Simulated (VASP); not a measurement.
# TePb (I4mm) in VASP: further runs

The runs below take TePb through single point, with PBE.

All numbers are computed with VASP 6.6.1; they aren't measurements. Logs are shortened: lines on timing, memory, paths and dates and some standing lists are left out, and cuts for length are marked.

### 1 The cell of the first run

It takes space group I4mm (No. 107, tetragonal). Conventional cell: a = 4.564 Å, b = 4.564 Å, c = 6.454 Å, α = 90.00°, β = 90.00°, γ = 90.00°. Te (site symmetry 4mm) has 6 Pb at 2.93 to 3.53 Å within 3.9 Å. Within 3.9 Å of Pb (site symmetry 4mm) lie 6 Te at 2.93 to 3.53 Å.

### 2 Single point, PBE (all Pb atoms moved -0.300 Å, as atom 2 along Cartesian [0 1 0])

INCAR reads:

```
SYSTEM = TePb
PREC = Accurate
ENCUT = 520
EDIFF = 1E-7
ISMEAR = 0
SIGMA = 0.05
LREAL = .False.
LASPH = .True.
NELM = 80
ALGO = Normal
ISIF = 2
LWAVE = .False.
LCHARG = .False.
GGA = PE
NBANDS = 17
```

KPOINTS reads:

```
Automatic mesh
0
Gamma
  8 8 8
  0 0 0
```

POSCAR reads:

```
TePb
1.0
    0.0000000000      3.2270000000      3.2270000000
    3.2270000000      0.0000000000      3.2270000000
    3.2270000000      3.2270000000      0.0000000000
Te Pb
1 1
Direct
    0.5000000000      0.5000000000      0.5000000000
   -0.0464828014      0.0464828014     -0.0464828014
```

Potentials or basis: VASP PAW PBE potentials, release 64 (Te, Pb_d).

On the command line:

```bash
$ cat potpaw_PBE.64/Te/POTCAR potpaw_PBE.64/Pb_d/POTCAR > POTCAR
$ mpirun -np 1 vasp_std > vasp.out
```

OUTCAR:

```text
SYSTEM = TePb
   PREC = Accurate
   ENCUT = 520
   EDIFF = 1E-7
   ISMEAR = 0
   LREAL = .False.
   LASPH = .True.
   NELM = 80
   ISIF = 2
   GGA = PE

 ion  position               nearest neighbor table
   1  0.500  0.500  0.500-   2 2.93   2 3.24   2 3.24   2 3.24   2 3.24   2 3.53
   2  0.954  0.046  0.954-   1 2.93   1 3.24   1 3.24   1 3.24   1 3.24   1 3.53

  LATTYP: Found a face centered cubic cell.
 ALAT       =     6.4540000000

  Lattice vectors:

 A1 = (   0.0000000000,   3.2270000000,   3.2270000000)
 A2 = (   3.2270000000,   0.0000000000,   3.2270000000)
 A3 = (   3.2270000000,   3.2270000000,   0.0000000000)

Analysis of symmetry for initial positions (statically):
=====================================================================
 Subroutine PRICEL returns:
 Original cell was already a primitive cell.

 Routine SETGRP: Setting up the symmetry group for a
 face centered cubic supercell.

 Subroutine GETGRP returns: Found  8 space group operations
 (whereof  8 operations were pure point group operations)
 out of a pool of 48 trial point group operations.

The static configuration has the point symmetry C_4v.

Analysis of symmetry for dynamics (positions and initial velocities):
=====================================================================
 Subroutine PRICEL returns:
 Original cell was already a primitive cell.

 Routine SETGRP: Setting up the symmetry group for a
 face centered cubic supercell.

 Subroutine GETGRP returns: Found  8 space group operations
 (whereof  8 operations were pure point group operations)
 out of a pool of 48 trial point group operations.

The dynamic configuration has the point symmetry C_4v.

 Subroutine INISYM returns: Found  8 space group operations
 (whereof  8 operations are pure point group operations),
 and found     1 'primitive' translations

----------------------------------------------------------------------------------------

                                     Primitive cell

  volume of cell :      67.2089

  direct lattice vectors                    reciprocal lattice vectors
     0.000000000  3.227000000  3.227000000    -0.154942671  0.154942671  0.154942671
     3.227000000  0.000000000  3.227000000     0.154942671 -0.154942671  0.154942671
     3.227000000  3.227000000  0.000000000     0.154942671  0.154942671 -0.154942671

  length of vectors
     4.563667166  4.563667166  4.563667166     0.268368579  0.268368579  0.268368579

  position of ions in fractional coordinates (direct lattice)
     0.500000000  0.500000000  0.500000000
     0.953517199  0.046482801  0.953517199

  ion indices of the primitive-cell ions
   primitive index   ion index
                 1           1
                 2           2

----------------------------------------------------------------------------------------

 KPOINTS: Automatic mesh

Automatic generation of k-mesh.
 Grid dimensions read from file:
 generate k-points for:    8    8    8

 Generating k-lattice:

  Cartesian coordinates                     Fractional coordinates (reciprocal lattice)
    -0.019367834  0.019367834  0.019367834     0.125000000  0.000000000  0.000000000
     0.019367834 -0.019367834  0.019367834     0.000000000  0.125000000  0.000000000
     0.019367834  0.019367834 -0.019367834     0.000000000  0.000000000  0.125000000

  Length of vectors
     0.033546072  0.033546072  0.033546072

  Shift w.r.t. Gamma in fractional coordinates (k-lattice)
     0.000000000  0.000000000  0.000000000

 Subroutine IBZKPT returns following result:
 ===========================================

 Found     59 irreducible k-points:

 Following reciprocal coordinates:
            Coordinates               Weight
  0.000000  0.000000  0.000000      1.000000
  0.125000  0.000000  0.000000      8.000000
  0.250000  0.000000  0.000000      8.000000
  0.375000  0.000000  0.000000      8.000000
  0.500000  0.000000  0.000000      4.000000
  0.125000  0.125000  0.000000      4.000000
[... 16 lines left out ...]
  0.250000  0.000000  0.375000      8.000000
  0.500000  0.250000  0.000000     16.000000
 [... further k-points ...]
   k-points           NKPTS =     59   k-points in BZ     NKDIM =     59   number of bands    NBANDS=     17
   number of dos      NEDOS =    301   number of ions     NIONS =      2
   total plane-waves  NPLWV =  46656
   dimension x,y,z NGX =    36 NGY =   36 NGZ =   36
   dimension x,y,z NGXF=    72 NGYF=   72 NGZF=   72
   ions per type =               1   1
   NGX,Y,Z   is equivalent  to a cutoff of  13.11, 13.11, 13.11 a.u.
   NGXF,Y,Z  is equivalent  to a cutoff of  26.23, 26.23, 26.23 a.u.
 SYSTEM =  TePb
   PREC   = accura    normal or accurate (medium, high low for compatibility)
   ISTART =      0    job   : 0-new  1-cont  2-samecut
   ICHARG =      2    charge: 1-file 2-atom 10-const
   ISPIN  =      1    spin polarized calculation?
   LNONCOLLINEAR =      F non collinear calculations
   LSORBIT =      F    spin-orbit coupling
   LASPH  =      T    aspherical Exc in radial PAW
   ENCUT  =  520.0 eV  38.22 Ry    6.18 a.u.   8.49  8.49  8.49*2*pi/ulx,y,z
   NELM   =     80;   NELMIN=  2; NELMDL= -5     # of ELM steps
   EDIFF  = 0.1E-06   stopping-criterion for ELM
   LREAL  =      F    real-space projection
   EDIFFG = 0.1E-05   stopping-criterion for IOM
   NSW    =      0    number of steps for IOM
   IBRION =     -1    ionic relax: 0-MD 1-quasi-New 2-CG
   NFREE  =      0    steps in history (QN), initial steepest desc. (CG)
   ISIF   =      2    stress and relaxation
   ISYM   =      2    0-nonsym 1-usesym 2-fastsym
   POTIM  = 0.5000    time-step for ionic-motion
   TEBEG  =    0.0;   TEEND  =   0.0 temperature during run
   PSTRESS=    0.0 pullay stress
   NELECT =      20.0000    total number of electrons
   NUPDOWN=      -1.0000    fix difference up-down
   EMIN   =  10.00;   EMAX   =-10.00  energy-range for DOS
   EFERMI =   0.00;   METHOD = LEGACY
   ISMEAR =     0;   SIGMA  =   0.05  broadening in eV -4-tet -1-fermi 0-gaus
   EFERMI_NEDOS =   21; number of points for ismear=-14 and -15
   IALGO  =     38    algorithm
   IMIX   =      4    mixing-type and parameters
     AMIX     =   0.40;   BMIX     =  1.00
     AMIX_MAG =   1.60;   BMIX_MAG =  1.00
  volume/ion in A,a.u.               =      33.60       226.77
  Fermi-wavevector in a.u.,A,eV,Ry     =   1.092972  2.065418 16.253366  1.194589
  Thomas-Fermi vector in A             =   2.229249
   LORBIT       =      0    0 simple, 1 ext, 2 COOP (PROOUT), +10 PAW based schemes
   GGA     = PE    functional components
   LHFCALC =     F    Hartree Fock is set to
   AEXX    =    0.0000 exact exchange contribution
   IVDW    =     0    specifies the selected vdW correction
   LEPSILON=     F    determine dielectric tensor
   LRPA    =     F    only Hartree local field effects (RPA)
 non-spin polarized calculation
 Gauss-broadening in eV      SIGMA  =   0.05
  energy-cutoff  :      520.00
  volume of cell :       67.21
 maximum number of plane-waves:      1837
 NGX is ok and might be reduce to    36
   NGX = 17   NGY = 17   NGZ = 17

 number of electron      19.9999998 magnetization

 Free energy of the ion-electron system (eV)
  ---------------------------------------------------
  ext. energy  EPLUGINS =         0.00000000
  ---------------------------------------------------
  free energy    TOTEN  =        -7.43801347 eV

  energy without entropy =       -7.43801347  energy(sigma->0) =       -7.43801347

 E-fermi :   5.8092     XC(G=0):  -9.2987

 val. band max:        5.5485252393   @ k =   0.1250   0.0000  -0.2500
 cond. band min:       6.6285867632   @ k =   0.5000   0.0000   0.0000
 fundamental gap:      1.0800615238
 Fermi energy:         5.8092494556

 k-point     1 :       0.0000    0.0000    0.0000
  band No.  band energies     occupation
      1     -11.0153      2.00000
      2     -11.0101      2.00000
      3     -11.0020      2.00000
      4     -10.9912      2.00000
      5     -10.9912      2.00000
      6      -6.4676      2.00000
[... 9 lines left out ...]
     16      11.8460      0.00000
     17      13.0029      0.00000

 k-point     2 :       0.1250    0.0000    0.0000
  band No.  band energies     occupation
      1     -11.0179      2.00000
      2     -11.0117      2.00000
      3     -11.0005      2.00000
      4     -10.9900      2.00000
      5     -10.9889      2.00000
      6      -6.3338      2.00000
[... 9 lines left out ...]
     16      11.9239      0.00000
     17      14.0177      0.00000

 k-point     3 :       0.2500    0.0000    0.0000
  band No.  band energies     occupation
      1     -11.0246      2.00000
      2     -11.0165      2.00000
      3     -10.9974      2.00000
      4     -10.9861      2.00000
      5     -10.9826      2.00000
      6      -5.9511      2.00000
[... 9 lines left out ...]
     16      12.5726      0.00000
     17      15.9306      0.00000

 k-point     4 :       0.3750    0.0000    0.0000
  band No.  band energies     occupation
      1     -11.0315      2.00000
      2     -11.0217      2.00000
      3     -10.9954      2.00000
      4     -10.9809      2.00000
      5     -10.9760      2.00000
      6      -5.4100      2.00000
[... 9 lines left out ...]
     16      13.7573      0.00000
     17      16.4933      0.00000
[... 343 lines left out ...]
      1     -11.0514      2.00000
      2     -11.0086      2.00000
      3     -10.9960      2.00000
      4     -10.9845      2.00000
      5     -10.9725      2.00000
      6      -5.4032      2.00000
[... 9 lines left out ...]
     16      14.9529      0.00000
     17      15.4452      0.00000

 k-point    23 :       0.2500    0.0000    0.3750
  band No.  band energies     occupation
      1     -11.0563      2.00000
      2     -11.0068      2.00000
      3     -11.0053      2.00000
      4     -10.9736      2.00000
      5     -10.9720      2.00000
      6      -5.3477      2.00000
[... 9 lines left out ...]
     16      15.0029      0.00000
     17      15.5953      0.00000

 k-point    24 :       0.5000    0.2500    0.0000
  band No.  band energies     occupation
      1     -11.0542      2.00000
      2     -11.0139      2.00000
      3     -10.9913      2.00000
      4     -10.9831      2.00000
      5     -10.9708      2.00000
      6      -4.9698      2.00000
[... 9 lines left out ...]
     16      15.3155      0.00000
     17      16.0731      0.00000

 [... further k-points ...]

------------------------ aborting loop because EDIFF is reached ----------------------------------------

  FORCE on cell =-STRESS in cart. coord.  units (eV):
  Direction    XX          YY          ZZ          XY          YZ          ZX
  --------------------------------------------------------------------------------------
  -------------------------------------------------------------------------------------
  Total        0.9192104      2.4888105      0.9192104      0.0000000      0.0000000      0.0000000
  in kB       21.9128387     59.3301595     21.9128387      0.0000000      0.0000000      0.0000000
  external PRESSURE =      34.3852789 kB  Pullay stress =       0.0000000 kB

 VOLUME and BASIS-vectors are now :
 -----------------------------------------------------------------------------
  energy-cutoff  :      520.00
  volume of cell :       67.21
      direct lattice vectors                 reciprocal lattice vectors
     0.000000000  3.227000000  3.227000000    -0.154942671  0.154942671  0.154942671
     3.227000000  0.000000000  3.227000000     0.154942671 -0.154942671  0.154942671
     3.227000000  3.227000000  0.000000000     0.154942671  0.154942671 -0.154942671

 POSITION                                       TOTAL-FORCE (eV/Angst)
 -----------------------------------------------------------------------------------
      3.22700      3.22700      3.22700         0.000000     -0.581883      0.000000
      3.22700      6.15400      3.22700         0.000000      0.581883      0.000000
 -----------------------------------------------------------------------------------
    total drift:                                0.000000     -0.000074      0.000000

  FREE ENERGIE OF THE ION-ELECTRON SYSTEM (eV)
  ---------------------------------------------------
  free  energy   TOTEN  =        -7.4380134683 eV

  energy  without entropy=       -7.4380134683  energy(sigma->0) =       -7.43801347
```

Run time: 77 s. Hardware: 1 thread of Intel Xeon 8259CL, shared host; peak memory 0.24 GiB.

Results:

| Item | Value |
| --- | --- |
| Free energy | -7.4380 eV |
| Pressure | 3.4 GPa |
| Largest force | 0.582 eV/Å |
| Band gap on the k mesh | 1.08 eV (least direct gap 1.13 eV) |

Forces on the atoms (eV/Å):
```
Te   0.000 -0.582  0.000
Pb   0.000  0.582  0.000
```

Stress tensor (GPa, compression positive):
```
2.19 0.00 0.00
0.00 5.93 0.00
0.00 0.00 2.19
```

Levels at points of the mesh, in eV from the valence-band top:
```csv
k point,band 8,band 9,band 10,band 11,band 12,band 13
"(0.00, 0.00, 0.00)",-1.38,-1.17,-1.17,3.78,3.78,4.37
"(0.50, 0.00, 0.00)",-1.12,-0.84,-0.05,1.08,1.46,1.84
"(0.50, 0.50, 0.00)",-4.41,-2.68,-2.62,2.94,5.85,6.02
"(0.50, 0.00, 0.50)",-4.06,-2.71,-2.71,3.40,5.66,5.66
```

Caveat: the cell differs from its parent crystal (all Pb atoms moved -0.300 Å, as atom 2 along Cartesian [0 1 0]); the cell stands under pressure; spin-orbit coupling is left out, which moves the levels of the heavy elements. A k mesh can miss the band edges.

(Part 1 of 2 ends here.)
